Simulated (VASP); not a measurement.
# Ca (Fm-3m) in VASP: notebook

Runs on Ca. Level: PBEsol. Tasks: single point.

All numbers are computed with VASP 6.6.1; they aren't measurements. Logs are shortened: lines on timing, memory, paths and dates and some standing lists are left out, and cuts for length are marked.

### Step 1. The cell of the first run

Symmetry: Fm-3m, No. 225, cubic system. Conventional cell: a = 4.604 Å, b = 4.604 Å, c = 4.604 Å, α = 90.00°, β = 90.00°, γ = 90.00°. Ca (site symmetry m-3m) has 12 Ca at 3.26 Å within 4.3 Å.

### Step 2. Single point, PBEsol

INCAR

```
ALGO = Fast
EDIFF = 1E-6
ENCUT = 520
GGA = PS
ISIF = 2
ISMEAR = -1
LASPH = True
LCHARG = False
LREAL = False
LWAVE = False
NBANDS = 11
NELM = 80
PREC = Accurate
SIGMA = 0.05
```

KPOINTS

```
k-points
0
Gamma
  8 8 8
```

POSCAR

```
Ca
1.0
    0.0000000000      2.3020887223      2.3020887223
    2.3020887223      0.0000000000      2.3020887223
    2.3020887223      2.3020887223      0.0000000000
Ca
1
Direct
    0.0000000000      0.0000000000      0.0000000000
```

Potentials or basis: VASP PAW PBE potentials, release 64 (Ca_sv).

Launch:

```console
$ cat potpaw_PBE.64/Ca_sv/POTCAR > POTCAR
$ mpirun -np 1 vasp_std > vasp.out
```

OUTCAR:

```text
EDIFF = 1E-6
   ENCUT = 520
   GGA = PS
   ISIF = 2
   ISMEAR = -1
   LASPH = True
   LREAL = False
   NELM = 80
   PREC = Accurate

 ion  position               nearest neighbor table
   1  0.000  0.000  0.000-

  LATTYP: Found a face centered cubic cell.
 ALAT       =     4.6041774446

  Lattice vectors:

 A1 = (   0.0000000000,   2.3020887223,   2.3020887223)
 A2 = (   2.3020887223,   0.0000000000,   2.3020887223)
 A3 = (   2.3020887223,   2.3020887223,   0.0000000000)

Analysis of symmetry for initial positions (statically):
=====================================================================
 Subroutine PRICEL returns:
 Original cell was already a primitive cell.

 Routine SETGRP: Setting up the symmetry group for a
 face centered cubic supercell.

 Subroutine GETGRP returns: Found 48 space group operations
 (whereof 48 operations were pure point group operations)
 out of a pool of 48 trial point group operations.

The static configuration has the point symmetry O_h .

Analysis of symmetry for dynamics (positions and initial velocities):
=====================================================================
 Subroutine PRICEL returns:
 Original cell was already a primitive cell.

 Routine SETGRP: Setting up the symmetry group for a
 face centered cubic supercell.

 Subroutine GETGRP returns: Found 48 space group operations
 (whereof 48 operations were pure point group operations)
 out of a pool of 48 trial point group operations.

The dynamic configuration has the point symmetry O_h .

 Subroutine INISYM returns: Found 48 space group operations
 (whereof 48 operations are pure point group operations),
 and found     1 'primitive' translations

----------------------------------------------------------------------------------------

                                     Primitive cell

  volume of cell :      24.4004

  direct lattice vectors                    reciprocal lattice vectors
     0.000000000  2.302088722  2.302088722    -0.217194062  0.217194062  0.217194062
     2.302088722  0.000000000  2.302088722     0.217194062 -0.217194062  0.217194062
     2.302088722  2.302088722  0.000000000     0.217194062  0.217194062 -0.217194062

  length of vectors
     3.255645093  3.255645093  3.255645093     0.376191150  0.376191150  0.376191150

  position of ions in fractional coordinates (direct lattice)
     0.000000000  0.000000000  0.000000000

[... 74 lines left out ...]
   NELM   =     80;   NELMIN=  2; NELMDL= -5     # of ELM steps
   EDIFF  = 0.1E-05   stopping-criterion for ELM
   LREAL  =      F    real-space projection
   EDIFFG = 0.1E-04   stopping-criterion for IOM
   NSW    =      0    number of steps for IOM
   IBRION =     -1    ionic relax: 0-MD 1-quasi-New 2-CG
   NFREE  =      0    steps in history (QN), initial steepest desc. (CG)
   ISIF   =      2    stress and relaxation
   ISYM   =      2    0-nonsym 1-usesym 2-fastsym
   POTIM  = 0.5000    time-step for ionic-motion
   TEBEG  =    0.0;   TEEND  =   0.0 temperature during run
   PSTRESS=    0.0 pullay stress
   NELECT =      10.0000    total number of electrons
   NUPDOWN=      -1.0000    fix difference up-down
   EMIN   =  10.00;   EMAX   =-10.00  energy-range for DOS
   EFERMI =   0.00;   METHOD = LEGACY
   ISMEAR =    -1;   SIGMA  =   0.05  broadening in eV -4-tet -1-fermi 0-gaus
   EFERMI_NEDOS =   21; number of points for ismear=-14 and -15
   IALGO  =     68    algorithm
   IMIX   =      4    mixing-type and parameters
     AMIX     =   0.40;   BMIX     =  1.00
     AMIX_MAG =   1.60;   BMIX_MAG =  1.00
  volume/ion in A,a.u.               =      24.40       164.66
  Fermi-wavevector in a.u.,A,eV,Ry     =   1.216026  2.297955 20.119189  1.478719
  Thomas-Fermi vector in A             =   2.351393
   LORBIT       =      0    0 simple, 1 ext, 2 COOP (PROOUT), +10 PAW based schemes
   GGA     = PS    functional components
   LHFCALC =     F    Hartree Fock is set to
   AEXX    =    0.0000 exact exchange contribution
   IVDW    =     0    specifies the selected vdW correction
   LEPSILON=     F    determine dielectric tensor
   LRPA    =     F    only Hartree local field effects (RPA)
 non-spin polarized calculation
 RMM-DIIS sequential band-by-band and
  energy-cutoff  :      520.00
  volume of cell :       24.40
 maximum number of plane-waves:       684
   NGX = 13   NGY = 13   NGZ = 13

 number of electron      10.0000002 magnetization

 Free energy of the ion-electron system (eV)
  ---------------------------------------------------
  ext. energy  EPLUGINS =         0.00000000
  ---------------------------------------------------
  free energy    TOTEN  =        -1.42872324 eV

  energy without entropy =       -1.42521170  energy(sigma->0) =       -1.42696747

 E-fermi :   4.5113     XC(G=0):  -9.7801

 val. band max:        4.4799602581   @ k =   0.5000   0.5000   0.0000
 cond. band min:       4.6866920864   @ k =   0.5000   0.3750   0.0000
 fundamental gap:      0.2067318283
 Fermi energy:         4.5112838175

 k-point     1 :       0.0000    0.0000    0.0000
  band No.  band energies     occupation
      1     -36.2399      2.00000
      2     -16.9304      2.00000
      3     -16.9304      2.00000
      4     -16.9304      2.00000
      5      -0.2331      2.00000
      6       7.4955      0.00000
      7       7.4955      0.00000
      8       7.4955      0.00000
      9       9.4867      0.00000
     10       9.4867      0.00000
     11      16.3596      0.00000
[... 309 lines left out ...]
 k-point    24 :      -0.3750    0.2500    0.1250
  band No.  band energies     occupation
      1     -36.0660      2.00000
      2     -17.6830      2.00000
      3     -17.2678      2.00000
      4     -17.1079      2.00000
      5       4.2538      1.98847
      6       4.8383      0.00288
      7       6.3298      0.00000
      8       8.1168      0.00000
      9      10.5219      0.00000
     10      11.7711      0.00000
     11      13.3426      0.00000

 [... further k-points ...]
[... 5 lines left out ...]
  --------------------------------------------------------------------------------------
  -------------------------------------------------------------------------------------
  Total        3.0537849      3.0537849      3.0537849      0.0000000      0.0000000      0.0000000
  in kB      200.5177688    200.5177688    200.5177688      0.0000000      0.0000000      0.0000000
  external PRESSURE =     200.5177688 kB  Pullay stress =       0.0000000 kB

 VOLUME and BASIS-vectors are now :
 -----------------------------------------------------------------------------
  energy-cutoff  :      520.00
  volume of cell :       24.40
      direct lattice vectors                 reciprocal lattice vectors
     0.000000000  2.302088722  2.302088722    -0.217194062  0.217194062  0.217194062
     2.302088722  0.000000000  2.302088722     0.217194062 -0.217194062  0.217194062
     2.302088722  2.302088722  0.000000000     0.217194062  0.217194062 -0.217194062

 POSITION                                       TOTAL-FORCE (eV/Angst)
 -----------------------------------------------------------------------------------
      0.00000      0.00000      0.00000         0.000000      0.000000      0.000000
 -----------------------------------------------------------------------------------
    total drift:                                0.000000      0.000000     -0.000000

  FREE ENERGIE OF THE ION-ELECTRON SYSTEM (eV)
  ---------------------------------------------------
  free  energy   TOTEN  =        -1.4287232400 eV

  energy  without entropy=       -1.4252117031  energy(sigma->0) =       -1.42696747
```

stdout:

```text
POSCAR found type information on POSCAR Ca
 POSCAR found :  1 types and       1 ions
 scaLAPACK will be used
 -----------------------------------------------------------------------------
|                                                                             |
|                                                                             |
|     You enforced a specific xc type in the INCAR file but a different       |
|     I HOPE YOU KNOW WHAT YOU ARE DOING!                                     |
|                                                                             |
 -----------------------------------------------------------------------------

 LDA part: xc-table for (Slater+PW92), standard interpolation
 POSCAR, INCAR and KPOINTS ok, starting setup
 FFT: planning ... GRIDC
 FFT: planning ... GRID_SOFT
 FFT: planning ... GRID
 WAVECAR not read
 entering main loop
```

It took 6.9 s on 1 thread of Intel Xeon Platinum 8259CL at 2.50GHz (Skylake/Cascade Lake), shared host; peak memory 0.13 GiB.

Results:

```
Free energy : -1.4287 eV
Pressure    : 20.1 GPa
```

Caveat: the PAW data sets were made with another functional, which shifts forces and pressure a little.

### Step 3. Single point, PBEsol

This run uses another cell than the first one, of 29.05 Å³/atom, 1.191 times its volume.

INCAR

```
PREC = Accurate
ENCUT = 520
EDIFF = 1E-7
ISMEAR = -1
SIGMA = 0.05
LREAL = F
LASPH = T
NELM = 100
ALGO = Normal
ISIF = 2
LWAVE = F
LCHARG = T
GGA = PS
LELF = T
LVHAR = T
NBANDS = 11
```

KPOINTS

```
regular mesh
0
Gamma
  8 8 8
```

POSCAR

```
Ca
1.0
    0.0000000000      2.4398869658      2.4398869658
    2.4398869658      0.0000000000      2.4398869658
    2.4398869658      2.4398869658      0.0000000000
Ca
1
Direct
    0.0000000000      0.0000000000      0.0000000000
```

Potentials or basis: VASP PAW PBE potentials, release 64 (Ca_sv).

Launch:

```console
$ cat potpaw_PBE.64/Ca_sv/POTCAR > POTCAR
$ mpirun -np 1 vasp_std > vasp.out
```

It took 11 s on 1 thread of Intel Xeon Platinum 8259CL at 2.50GHz (Skylake/Cascade Lake), shared host; peak memory 0.15 GiB.

It converged, with:

| Item | Value |
| --- | --- |
| Free energy | -1.8530 eV |
| Pressure | 10.0 GPa |
| Band gap on the k mesh | 0.21 eV, indirect (least direct gap 0.44 eV) |

Levels at points of the mesh, in eV from the valence-band top:
```csv
k point,band 1,band 2,band 3,band 4,band 5,band 6,band 7,band 8,band 9,band 10
"(0.00, 0.00, 0.00)",-40.96,-21.82,-21.82,-21.82,-4.54,2.87,2.87,2.87,4.52,4.52
"(0.50, 0.00, 0.00)",-40.88,-22.33,-21.88,-21.88,-1.12,0.50,2.68,2.68,5.59,5.59
"(0.50, 0.50, 0.00)",-40.86,-22.30,-22.00,-22.00,-0.88,0.30,2.08,5.59,5.88,5.88
```

Caveat: the PAW data sets were made with another functional, which shifts forces and pressure a little. A k mesh can miss the band edges.
